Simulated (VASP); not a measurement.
# BaTiO3 (Pm-3m) in VASP: further runs

Runs on BaTiO3. Level: PBE+U. Tasks: single point.

All numbers are computed with VASP 6.6.1; they aren't measurements. Logs are shortened: lines on timing, memory, paths and dates and some standing lists are left out, and cuts for length are marked.

## Step 1: The cell of the first run

It takes space group Pm-3m (No. 221, cubic). Conventional cell: a = 3.872 Å, b = 3.872 Å, c = 3.872 Å, α = 90.00°, β = 90.00°, γ = 90.00°. Ba (site symmetry m-3m) has 12 O at 2.74 Å and 8 Ti at 3.35 Å within 3.6 Å. Ti (site symmetry m-3m) has 6 O at 1.94 Å within 2.6 Å. O (site symmetry 4/mmm) has 2 Ti at 1.94 Å within 2.6 Å.

## Step 2: Single point, PBE+U

Input file INCAR:

```
PREC = Accurate
ENCUT = 910
EDIFF = 1E-6
ISMEAR = 0
SIGMA = 0.02
LREAL = F
LASPH = T
NELM = 200
ALGO = Normal
ISIF = 2
LWAVE = F
LCHARG = T
LMAXMIX = 4
LDAU = T
LDAUTYPE = 2
LDAUL = -1 2 -1
LDAUU = 0 4 0
LDAUJ = 0 0 0
LDAUPRINT = 1
GGA = PE
LELF = T
LVHAR = T
NBANDS = 28
GGA_COMPAT = F
```

Input file KPOINTS:

```
Automatic mesh
0
Gamma
  8 8 8
```

Input file POSCAR:

```
BaTiO3
1.0
    3.8722196918      0.0000000000      0.0000000000
    0.0000000000      3.8722196918      0.0000000000
    0.0000000000      0.0000000000      3.8722431228
Ba Ti O
1 1 3
Direct
    0.5000000000      0.5000000000      0.5719993980
    0.0000000000      0.0000000000      0.0719993980
    0.0000000000      0.5000000000      0.0719993980
    0.5000000000      0.0000000000      0.0719993980
    0.0000000000      0.0000000000      0.5719993980
```

Potentials or basis: VASP PAW PBE potentials, release 64 (Ba_sv, Ti_sv, O_h).

Started as:

```sh
$ cat potpaw_PBE.64/Ba_sv/POTCAR potpaw_PBE.64/Ti_sv/POTCAR potpaw_PBE.64/O_h/POTCAR > POTCAR
$ mpirun -np 1 vasp_std > vasp.out
```

OUTCAR:

```text
PREC = Accurate
   ENCUT = 910
   EDIFF = 1E-6
   ISMEAR = 0
   LREAL = F
   LASPH = T
   NELM = 200
   ISIF = 2
   GGA = PE

 ion  position               nearest neighbor table
   1  0.500  0.500  0.572-   5 2.74   5 2.74   5 2.74   5 2.74   4 2.74   4 2.74   4 2.74   4 2.74
                             3 2.74   3 2.74   3 2.74   3 2.74   2 3.35   2 3.35   2 3.35   2 3.35
   2  0.000  0.000  0.072-   3 1.94   4 1.94   3 1.94   4 1.94   5 1.94   5 1.94   1 3.35   1 3.35
                             1 3.35   1 3.35   1 3.35   1 3.35   1 3.35   1 3.35
   3  0.000  0.500  0.072-   2 1.94   2 1.94   1 2.74   1 2.74   1 2.74   1 2.74
   4  0.500  0.000  0.072-   2 1.94   2 1.94   1 2.74   1 2.74   1 2.74   1 2.74
   5  0.000  0.000  0.572-   2 1.94   2 1.94   1 2.74   1 2.74   1 2.74   1 2.74

  LATTYP: Found a simple cubic cell.
 ALAT       =     3.8722196918

  Lattice vectors:

 A1 = (   3.8722196918,   0.0000000000,   0.0000000000)
 A2 = (   0.0000000000,   3.8722196918,   0.0000000000)
 A3 = (   0.0000000000,   0.0000000000,   3.8722431228)

Analysis of symmetry for initial positions (statically):
=====================================================================
 Subroutine PRICEL returns:
 Original cell was already a primitive cell.

 Routine SETGRP: Setting up the symmetry group for a
 simple cubic supercell.

 Subroutine GETGRP returns: Found 48 space group operations
 (whereof  8 operations were pure point group operations)
 out of a pool of 48 trial point group operations.

The static configuration has the point symmetry C_4v.
 The point group associated with its full space group is O_h .

Analysis of symmetry for dynamics (positions and initial velocities):
=====================================================================
 Subroutine PRICEL returns:
 Original cell was already a primitive cell.

 Routine SETGRP: Setting up the symmetry group for a
 simple cubic supercell.

 Subroutine GETGRP returns: Found 48 space group operations
 (whereof  8 operations were pure point group operations)
 out of a pool of 48 trial point group operations.

The dynamic configuration has the point symmetry C_4v.
 The point group associated with its full space group is O_h .

 Subroutine INISYM returns: Found 48 space group operations
 (whereof  8 operations are pure point group operations),
 and found     1 'primitive' translations

----------------------------------------------------------------------------------------

                                     Primitive cell

  volume of cell :      58.0607

  direct lattice vectors                    reciprocal lattice vectors
     3.872219692  0.000000000  0.000000000     0.258249810  0.000000000  0.000000000
     0.000000000  3.872219692  0.000000000     0.000000000  0.258249810  0.000000000
     0.000000000  0.000000000  3.872243123     0.000000000  0.000000000  0.258248247

  length of vectors
     3.872219692  3.872219692  3.872243123     0.258249810  0.258249810  0.258248247

  position of ions in fractional coordinates (direct lattice)
     0.500000000  0.500000000  0.571999398
     0.000000000  0.000000000  0.071999398
     0.000000000  0.500000000  0.071999398
     0.500000000  0.000000000  0.071999398
     0.000000000  0.000000000  0.571999398

  ion indices of the primitive-cell ions
   primitive index   ion index
                 1           1
                 2           2
                 3           3
                 4           4
                 5           5

----------------------------------------------------------------------------------------

 KPOINTS: Automatic mesh

Automatic generation of k-mesh.
 Grid dimensions read from file:
 generate k-points for:    8    8    8

 Generating k-lattice:

  Cartesian coordinates                     Fractional coordinates (reciprocal lattice)
     0.032281226  0.000000000  0.000000000     0.125000000  0.000000000  0.000000000
     0.000000000  0.032281226  0.000000000     0.000000000  0.125000000  0.000000000
     0.000000000  0.000000000  0.032281031     0.000000000  0.000000000  0.125000000

  Length of vectors
     0.032281226  0.032281226  0.032281031

  Shift w.r.t. Gamma in fractional coordinates (k-lattice)
     0.000000000  0.000000000  0.000000000

 Subroutine IBZKPT returns following result:
 ===========================================

 Found     35 irreducible k-points:

 Following reciprocal coordinates:
            Coordinates               Weight
  0.000000  0.000000  0.000000      1.000000
  0.125000  0.000000  0.000000      6.000000
  0.250000  0.000000  0.000000      6.000000
  0.375000  0.000000  0.000000      6.000000
  0.500000  0.000000  0.000000      3.000000
  0.125000  0.125000  0.000000     12.000000
[... 16 lines left out ...]
  0.375000  0.375000  0.125000     24.000000
  0.500000  0.375000  0.125000     24.000000
 [... further k-points ...]
[... 84 lines left out ...]
  o =  0.1092  v =  0.0000  0.0000  0.0000  0.0000  0.0000  1.0000  0.0000  0.0000  0.0000  0.0000      0.0000  0.0000  0.0000  0.0000  0.0000  0.0000  0.0000  0.0000  0.0000  0.0000
  o =  0.1092  v =  0.0000 -0.9146  0.0000  0.4044  0.0000  0.0000  0.0000  0.0000  0.0000  0.0000      0.0000  0.0000  0.0000  0.0000  0.0000  0.0000  0.0000  0.0000  0.0000  0.0000
  o =  0.1092  v =  0.0000  0.0000  0.0000  0.0000  0.0000  0.0000 -0.9146  0.0000  0.4044  0.0000      0.0000  0.0000  0.0000  0.0000  0.0000  0.0000  0.0000  0.0000  0.0000  0.0000
  o =  0.1092  v =  0.0000 -0.4044  0.0000 -0.9146  0.0000  0.0000  0.0000  0.0000  0.0000  0.0000      0.0000  0.0000  0.0000  0.0000  0.0000  0.0000  0.0000  0.0000  0.0000  0.0000
  o =  0.1092  v =  0.0000  0.0000  0.0000  0.0000  0.0000  0.0000 -0.4044  0.0000 -0.9146  0.0000      0.0000  0.0000  0.0000  0.0000  0.0000  0.0000  0.0000  0.0000  0.0000  0.0000
  o =  0.2605  v =  0.0000  0.0000  0.0000  0.0000  0.0000  0.0000  0.0000 -0.0000  0.0000 -1.0000      0.0000  0.0000  0.0000  0.0000  0.0000  0.0000  0.0000  0.0000  0.0000  0.0000
  o =  0.2605  v =  0.0000  0.0000 -0.0000  0.0000 -1.0000  0.0000  0.0000  0.0000  0.0000  0.0000      0.0000  0.0000  0.0000  0.0000  0.0000  0.0000  0.0000  0.0000  0.0000  0.0000
  o =  0.2605  v =  0.0000  0.0000  0.0000  0.0000  0.0000  0.0000 -0.0000 -1.0000 -0.0000  0.0000      0.0000  0.0000  0.0000  0.0000  0.0000  0.0000  0.0000  0.0000  0.0000  0.0000
  o =  0.2605  v =  0.0000 -0.0000 -1.0000 -0.0000  0.0000  0.0000  0.0000  0.0000  0.0000  0.0000      0.0000  0.0000  0.0000  0.0000  0.0000  0.0000  0.0000  0.0000  0.0000  0.0000

 number of electron      40.0000005 magnetization

 Free energy of the ion-electron system (eV)
  ---------------------------------------------------
  ext. energy  EPLUGINS =         0.00000000
  ---------------------------------------------------
  free energy    TOTEN  =       -36.64301848 eV

  energy without entropy =      -36.64301848  energy(sigma->0) =      -36.64301848

 E-fermi :   5.3547     XC(G=0): -11.8011

 val. band max:        5.1667443325   @ k =   0.5000   0.5000   0.5000
 cond. band min:       7.6144563158   @ k =   0.0000   0.0000   0.0000
 fundamental gap:      2.4477119833
 Fermi energy:         5.3547317558

 k-point     1 :       0.0000    0.0000    0.0000
  band No.  band energies     occupation
      1     -52.0565      2.00000
      2     -28.2805      2.00000
      3     -28.2805      2.00000
      4     -28.2803      2.00000
      5     -19.4627      2.00000
      6     -11.9900      2.00000
[... 20 lines left out ...]
     27      10.3218      0.00000
     28      13.6564      0.00000

 k-point     2 :       0.1250    0.0000    0.0000
  band No.  band energies     occupation
      1     -52.0563      2.00000
      2     -28.2915      2.00000
      3     -28.2800      2.00000
      4     -28.2799      2.00000
      5     -19.4336      2.00000
      6     -12.0196      2.00000
[... 20 lines left out ...]
     27      10.6805      0.00000
     28      14.0532      0.00000

 k-point     3 :       0.2500    0.0000    0.0000
  band No.  band energies     occupation
      1     -52.0557      2.00000
      2     -28.3181      2.00000
      3     -28.2789      2.00000
      4     -28.2788      2.00000
      5     -19.3617      2.00000
      6     -12.1620      2.00000
[... 616 lines left out ...]
      3     -28.3391      2.00000
      4     -28.2857      2.00000
      5     -19.1563      2.00000
      6     -11.8075      2.00000
[... 20 lines left out ...]
     27      14.0518      0.00000
     28      14.7129      0.00000

 k-point    24 :       0.5000    0.3750    0.1250
  band No.  band energies     occupation
      1     -52.0533      2.00000
      2     -28.3500      2.00000
      3     -28.3387      2.00000
      4     -28.2852      2.00000
      5     -19.1364      2.00000
      6     -11.7450      2.00000
[... 20 lines left out ...]
     27      13.9215      0.00000
     28      14.8579      0.00000

 [... further k-points ...]
[... 5 lines left out ...]
  --------------------------------------------------------------------------------------
  -------------------------------------------------------------------------------------
  Total       10.8660036     10.8660036     10.8661351     -0.0000000     -0.0000000     -0.0000000
  in kB      299.8457045    299.8457045    299.8493333     -0.0000000     -0.0000000     -0.0000000
  external PRESSURE =     299.8469141 kB  Pullay stress =       0.0000000 kB

 VOLUME and BASIS-vectors are now :
 -----------------------------------------------------------------------------
  energy-cutoff  :      910.00
  volume of cell :       58.06
      direct lattice vectors                 reciprocal lattice vectors
     3.872219692  0.000000000  0.000000000     0.258249810  0.000000000  0.000000000
     0.000000000  3.872219692  0.000000000     0.000000000  0.258249810  0.000000000
     0.000000000  0.000000000  3.872243123     0.000000000  0.000000000  0.258248247

 POSITION                                       TOTAL-FORCE (eV/Angst)
 -----------------------------------------------------------------------------------
      1.93611      1.93611      2.21492         0.000000     -0.000000      0.000000
      0.00000      0.00000      0.27880         0.000000      0.000000     -0.000000
      0.00000      1.93611      0.27880         0.000000      0.000000     -0.000000
      1.93611      0.00000      0.27880         0.000000     -0.000000      0.000000
      0.00000      0.00000      2.21492         0.000000      0.000000      0.000000
 -----------------------------------------------------------------------------------
    total drift:                                0.000000      0.000000      0.000318

  FREE ENERGIE OF THE ION-ELECTRON SYSTEM (eV)
  ---------------------------------------------------
  free  energy   TOTEN  =       -36.6430184836 eV

  energy  without entropy=      -36.6430184836  energy(sigma->0) =      -36.64301848
```

Wall time 2.2 min (1 thread of Intel Xeon Platinum 8259CL at 2.50GHz (Skylake/Cascade Lake), shared host); peak memory 0.33 GiB.

What came out:

```
Free energy            : -36.6430 eV
Pressure               : 30.0 GPa
Band gap on the k mesh : 2.45 eV (least direct gap 2.52 eV)
```

Levels at points of the mesh, in eV from the valence-band top:
| k point | band 17 | band 18 | band 19 | band 20 | band 21 | band 22 | band 23 | band 24 |
| --- | --- | --- | --- | --- | --- | --- | --- | --- |
| (0.00, 0.00, 0.00) | -1.27 | -0.08 | -0.08 | -0.08 | 2.45 | 2.45 | 2.45 | 4.61 |
| (0.50, 0.00, 0.00) | -1.84 | -1.84 | -0.77 | -0.77 | 2.69 | 4.48 | 4.48 | 4.65 |
| (0.50, 0.50, 0.00) | -1.81 | -0.81 | -0.81 | -0.11 | 4.50 | 4.50 | 4.97 | 5.60 |
| (0.50, 0.50, 0.50) | -2.21 | 0.00 | 0.00 | 0.00 | 5.29 | 5.29 | 5.29 | 7.13 |

Eigenvalues of the final occupation matrices:
| site | spin | trace | eigenvalues |
| --- | --- | --- | --- |
| site 2 d | 1 | 0.85 | 0.11 0.11 0.11 0.26 0.26 |
| site 2 d | 2 | 0.85 | 0.11 0.11 0.11 0.26 0.26 |

Caveat: the cutoff is under 1.25 times the usual one of these potentials, so pressure, stress and relaxed cells hold a basis-set (Pulay) error; the cell stands under pressure; spin-orbit coupling is left out, which moves the levels of the heavy elements.

## Step 3: Single point, PBE+U

This run uses another cell than the first one, of 10.72 Å³/atom.

INCAR: that of step 2 with these lines changed.

```diff
@@ -11,3 +11,3 @@
 LWAVE = F
-LCHARG = T
+LCHARG = F
 LMAXMIX = 4
@@ -20,4 +20,2 @@
 GGA = PE
-LELF = T
-LVHAR = T
 NBANDS = 28
```

Input file KPOINTS:

```
regular mesh
0
Gamma
  8 8 8
```

POSCAR: that of step 2 with these lines changed.

```diff
@@ -2,5 +2,5 @@
 1.0
-    3.8722196918      0.0000000000      0.0000000000
-    0.0000000000      3.8722196918      0.0000000000
-    0.0000000000      0.0000000000      3.8722431228
+    3.7703251323      0.0000000000      0.0000000000
+    0.0000000000      3.7703251323      0.0000000000
+    0.0000000000      0.0000000000      3.7703479467
 Ba Ti O
```

Potentials or basis: VASP PAW PBE potentials, release 64 (Ba_sv, Ti_sv, O_h).

Started as:

```sh
$ cat potpaw_PBE.64/Ba_sv/POTCAR potpaw_PBE.64/Ti_sv/POTCAR potpaw_PBE.64/O_h/POTCAR > POTCAR
$ mpirun -np 1 vasp_std > vasp.out
```

It took 2.4 min on 1 thread of Intel Xeon Platinum 8375C at 2.90GHz (Ice Lake), shared host; peak memory 0.33 GiB.

It converged, with:

* Free energy: -35.4484 eV
* Pressure: 56.5 GPa
* Band gap on the k mesh: 2.57 eV

Levels at points of the mesh, in eV from the valence-band top:
| k point | band 16 | band 17 | band 18 | band 19 | band 20 | band 21 | band 22 | band 23 | band 24 | band 25 |
| --- | --- | --- | --- | --- | --- | --- | --- | --- | --- | --- |
| (0.00, 0.00, 0.00) | -1.48 | -1.48 | 0.00 | 0.00 | 0.00 | 2.57 | 2.57 | 2.57 | 4.95 | 4.95 |
| (0.50, 0.00, 0.00) | -2.20 | -1.94 | -1.94 | -0.78 | -0.78 | 2.87 | 4.91 | 4.91 | 5.22 | 7.71 |
| (0.50, 0.50, 0.00) | -3.35 | -1.76 | -0.74 | -0.74 | -0.17 | 4.94 | 4.94 | 5.42 | 6.32 | 8.87 |
| (0.50, 0.50, 0.50) | -2.10 | -2.10 | -0.05 | -0.05 | -0.05 | 5.85 | 5.85 | 5.85 | 7.49 | 7.49 |

Eigenvalues of the final occupation matrices:
```csv
site,spin,trace,eigenvalues
site 2 d,1,0.91,0.12 0.12 0.12 0.28 0.28
site 2 d,2,0.91,0.12 0.12 0.12 0.28 0.28
```

Caveat: the cutoff is under 1.25 times the usual one of these potentials, so pressure, stress and relaxed cells hold a basis-set (Pulay) error; the cell stands under pressure; spin-orbit coupling is left out, which moves the levels of the heavy elements.

## Step 4: Single point, PBE+U

This run uses another cell than the first one, of 12.26 Å³/atom.

Input file INCAR:

```
SYSTEM = BaTiO3
PREC     = Accurate       ! precision mode
ENCUT    = 520            ! plane-wave cutoff, eV
EDIFF    = 1E-6           ! SCF threshold, eV
ISMEAR   = 0              ! smearing method
SIGMA    = 0.02           ! smearing width, eV
LREAL    = .False.        ! projectors in reciprocal space
LASPH    = .True.         ! aspherical terms in the spheres
NELM     = 150            ! most SCF steps
ALGO     = Normal         ! electronic algorithm
ISIF     = 2              ! what is computed and relaxed
LWAVE    = .False.        ! write WAVECAR
LCHARG   = .False.        ! write CHGCAR
LMAXMIX  = 4              ! l up to which the mixer works
LDAU     = .True.         ! DFT+U
LDAUTYPE = 2            
LDAUL    = -1 2 -1        ! shell
LDAUU    = 0 4 0          ! U, eV
LDAUJ    = 0 0 0        
LDAUPRINT= 1            
GGA      = PE             ! functional
NBANDS   = 28             ! bands
```

Input file KPOINTS:

```
regular mesh
0
Gamma
  8 8 8
  0 0 0
```

Input file POSCAR:

```
BaTiO3
1.0
    3.9433645054      0.0000000000      0.0000000000
    0.0000000000      3.9433645054      0.0000000000
    0.0000000000      0.0000000000      3.9433783742
Ba Ti O
1 1 3
Direct
    0.5000000000      0.5000000000      0.5720010679
    0.0000000000      0.0000000000      0.0720015516
    0.0000000000      0.5000000000      0.0719979658
    0.5000000000      0.0000000000      0.0719979658
    0.0000000000      0.0000000000      0.5719984390
```

Potentials or basis: VASP PAW PBE potentials, release 64 (Ba_sv, Ti_sv, O).

Started as:

```sh
$ cat potpaw_PBE.64/Ba_sv/POTCAR potpaw_PBE.64/Ti_sv/POTCAR potpaw_PBE.64/O/POTCAR > POTCAR
$ mpirun -np 1 vasp_std > vasp.out
```

Wall time 1.9 min (1 thread of Intel Xeon 8259CL, shared host); peak memory 0.21 GiB.

Results (log left out):

```yaml
Free_energy: -37.0871 eV
Pressure: 16.4 GPa
Band_gap_on_the_k_mesh: 2.32 eV (least direct gap 2.46 eV)
```

Levels at points of the mesh, in eV from the valence-band top:
```tsv
k point	band 17	band 18	band 19	band 20	band 21	band 22	band 23	band 24
(0.00, 0.00, 0.00)	-1.18	-0.14	-0.14	-0.14	2.32	2.32	2.32	4.24
(0.50, 0.00, 0.00)	-1.79	-1.79	-0.79	-0.79	2.53	4.17	4.17	4.25
(0.50, 0.50, 0.00)	-1.86	-0.86	-0.86	-0.10	4.18	4.18	4.63	5.11
(0.50, 0.50, 0.50)	-2.28	0.00	0.00	0.00	4.90	4.90	4.90	6.86
```

Eigenvalues of the final occupation matrices:
```
    site  spin  trace               eigenvalues
site 2 d     1   0.81  0.11 0.11 0.11 0.25 0.25
site 2 d     2   0.81  0.11 0.11 0.11 0.25 0.25
```

Caveat: the cell stands under pressure; spin-orbit coupling is left out, which moves the levels of the heavy elements.

## Step 5: Summary

```tsv
potentials or basis	cell	cutoff (eV)	gap on the mesh (eV)	pressure (GPa)
VASP PAW PBE potentials, release 64 (Ba_sv, Ti_sv, O_h)	a = 3.872 Å, 5 atoms	910	2.45	30.0
VASP PAW PBE potentials, release 64 (Ba_sv, Ti_sv, O_h)	a = 3.770 Å, 5 atoms	910	2.57	56.5
VASP PAW PBE potentials, release 64 (Ba_sv, Ti_sv, O)	a = 3.943 Å, 5 atoms	520	2.32	16.4
```

Alike in all rows: task single point; level PBE+U; no spin polarisation; Ti d U = 4.0 eV; k mesh 8 × 8 × 8; smearing gaussian 0.02 eV.

Caveats: the cell stands under pressure; spin-orbit coupling is left out, which moves the levels of the heavy elements; the cutoff is under 1.25 times the usual one of these potentials, so pressure, stress and relaxed cells hold a basis-set (Pulay) error (at least some runs).

Total energies depend on the potentials used, so only differences within one code and one set of settings carry meaning.
